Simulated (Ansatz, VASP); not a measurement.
# SnTe: VASP beside Ansatz

```
CELL_PARAMETERS angstrom
0.00000 3.61115 3.61115
3.61115 0.00000 3.61115
3.61115 3.61115 0.00000
ATOMIC_POSITIONS crystal
Te 0.25000 0.25000 0.25000
Sn 0.00000 0.00000 0.00000
```

Alike in both runs: functional PBE-based screened hybrid; k mesh 4 × 4 × 4; occupations fermi-dirac, width 0.05 eV; no spin polarisation.

|  | VASP | Ansatz |
| --- | --- | --- |
| version | VASP 6.6.1 | Ansatz 0.2.0 |
| potentials or method | VASP PAW PBE potentials, release 64 (Te, Sn_d) | Ansatz PAW |
| plane-wave cutoff (eV) | 520 | 420 |
| valence electrons in the cell | 20 | 30 |
| task | single point | band structure |

VASP gave:

```
gap on the k mesh at the Fermi level (eV) : 0.26
least direct gap on the mesh (eV)         : 1.02
pressure (GPa)                            : -0.7
```

**Question.** Estimate Ansatz's values.

**Answer.** gap on the k mesh at the Fermi level (eV): 0.28; least direct gap on the mesh (eV): 1.04; pressure (GPa): -0.6.

VASP's potentials were made for PBE, not for PBE-based screened hybrid. VASP's potentials hold 20 valence electrons a cell and Ansatz's 30, so a difference there can come from the potentials and not from the codes.

Neither program's run includes spin-orbit coupling.
